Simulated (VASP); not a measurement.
Gd, 1 atom in the cell. The structure is cubic, space group Fm-3m (No. 225). Conventional cell: a = 5.128 Å, b = 5.128 Å, c = 5.128 Å, α = 90.00°, β = 90.00°, γ = 90.00°. Within 4.8 Å of Gd (site symmetry m-3m) lie 12 Gd at 3.63 Å. This isn't the form of Gd at room conditions, which is hcp.

```yaml
Program: VASP 6.6.1
Task: single point
Functional: PBE
Potentials_or_basis: VASP PAW PBE potentials, release 64 (Gd)
Cutoff: 600 eV
k_mesh: 13 × 13 × 13
Occupations: fermi-dirac, width 0.05 eV
Spin: collinear spin, ferromagnetic start
Starting_moments: "[7.0] μB"
Dipole_correction: no
Further_INCAR_settings: ALGO = Normal; EDIFF = 1e-06; NBANDS = 19
```

Potentials or basis: VASP PAW PBE potentials, release 64 (Gd).

Command:

```sh
$ cat potpaw_PBE.64/Gd/POTCAR > POTCAR
$ mpirun -np 1 vasp_std > vasp.out
```

Hardware: 1 thread of AMD EPYC 9755 128-Core Processor, with other jobs on the host.

Question: How long does it take, and how much memory?

Answer: It took 5.4 min on 1 thread of AMD EPYC 9755 128-Core Processor, on a shared host, peak memory 0.24 GiB. Counts: scf iterations 28, k points 84.
